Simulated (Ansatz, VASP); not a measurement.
## BN in VASP and in Ansatz

```
CELL_PARAMETERS angstrom
0.00000 1.86517 1.86517
1.86517 0.00000 1.86517
1.86517 1.86517 0.00000
ATOMIC_POSITIONS crystal
B 0.00000 0.00000 0.00000
N 0.25000 0.25000 0.25000
```

Alike in both runs: task single point; functional PBE; k mesh 12 × 12 × 12; occupations gaussian, width 0.02 eV; no spin polarisation.

|  | VASP | Ansatz |
| --- | --- | --- |
| version | VASP 6.6.1 | Ansatz 0.2.0 |
| potentials or method | VASP PAW PBE potentials, release 64 (B, N), cutoff 600 eV | scalar-relativistic, plane waves, PAW |
| valence electrons in the cell | 8 | 8 |

Ansatz gave:

```
gap on the k mesh at the Fermi level (eV) : 4.36
least direct gap on the mesh (eV)         : 8.38
pressure (GPa)                            : -27.3
```

Problem. Estimate VASP's values.

Solution. gap on the k mesh at the Fermi level (eV): 4.35; least direct gap on the mesh (eV): 8.37; pressure (GPa): -27.5.
